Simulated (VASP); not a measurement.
Write the native input for VASP 6.6.1 that does the following.

```yaml
Task: single point
Functional: PBE
Potentials_or_basis: VASP PAW PBE potentials, release 64 (Ti_sv, Al)
Cutoff: 520 eV
k_mesh: 18 × 18 × 10
Occupations: gaussian, width 0.15 eV
Spin: no spin polarisation
Dipole_correction: no
Further_INCAR_settings: ALGO = Fast; EDIFF = 1e-06; NBANDS = 14
```

The structure of TiAl lies in POSCAR:

```
TiAl
1.0
    2.8089000000      0.0000000000      0.0000000000
   -1.4044500000      2.4325787567      0.0000000000
    0.0000000000      0.0000000000      4.3695000000
Ti Al
1 1
Direct
    0.0000000000      0.0000000000      0.0000000000
    0.3333333333      0.6666666667      0.5000000000
```

One way to write it, as run:

INCAR

```
  PREC = Accurate
  ENCUT = 520
  EDIFF = 1E-6
  ISMEAR = 0
  SIGMA = 0.15
  LREAL = False
  LASPH = True
  NELM = 60
  ALGO = Fast
  ISIF = 2
  LWAVE = False
  LCHARG = False
  GGA = PE
  NBANDS = 14
```

KPOINTS

```
regular mesh
0
Gamma
  18 18 10
```

Potentials or basis: VASP PAW PBE potentials, release 64 (Ti_sv, Al).

Run with:

```bash
$ cat potpaw_PBE.64/Ti_sv/POTCAR potpaw_PBE.64/Al/POTCAR > POTCAR
$ mpirun -np 1 vasp_std > vasp.out
```

It gave:

| Quantity | Value |
| --- | --- |
| Pressure | 15.6 GPa |
| Band gap on the k mesh | zero (an odd number of electrons rules out a gap without spin polarisation) |

Caveat: the stress differs along the axes, from 13 to 22 GPa.

It took 4 min on 1 thread of Intel Xeon 8259CL (shared host), peak memory 0.22 GiB.
